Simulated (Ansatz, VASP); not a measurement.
## C: VASP beside Ansatz

```
CELL_PARAMETERS angstrom
2.44481 0.00000 0.00000
-1.22240 2.11727 0.00000
0.00000 0.00000 29.32528
ATOMIC_POSITIONS crystal
C 0.66667 0.33333 0.00246
C 0.66667 0.33333 0.50248
C 0.66667 0.33333 0.72886
C 0.66667 0.33333 0.22888
C 0.00000 0.00000 0.61566
C 0.33333 0.66667 0.22886
C 0.00000 0.00000 0.11566
C 0.66667 0.33333 0.61566
C 0.33333 0.66667 0.72888
C 0.33333 0.66667 0.11566
C 0.33333 0.66667 0.50246
C 0.33333 0.66667 0.00248
```

Alike in both runs: functional LDA; k mesh 18 × 18 × 2; occupations gaussian, width 0.1 eV; no spin polarisation.

Ansatz relaxed the structure, and its values are those at the end. VASP's run is a single point on that final structure, the one shown.

```csv
,VASP,Ansatz
version,VASP 6.6.1,Ansatz 0.2.0
potentials or method,"VASP PAW LDA potentials, release 64 (C), cutoff 520 eV","scalar-relativistic, plane waves, PAW"
valence electrons in the cell,48,48
```

```csv
,VASP,Ansatz,Ansatz less VASP
gap on the k mesh at the Fermi level (eV),0.01,0.01,0.000
least direct gap on the mesh (eV),0.01,0.01,0.000
```

LDA's correlation is that of Perdew and Zunger in VASP and of Perdew and Wang (1992) in Ansatz.
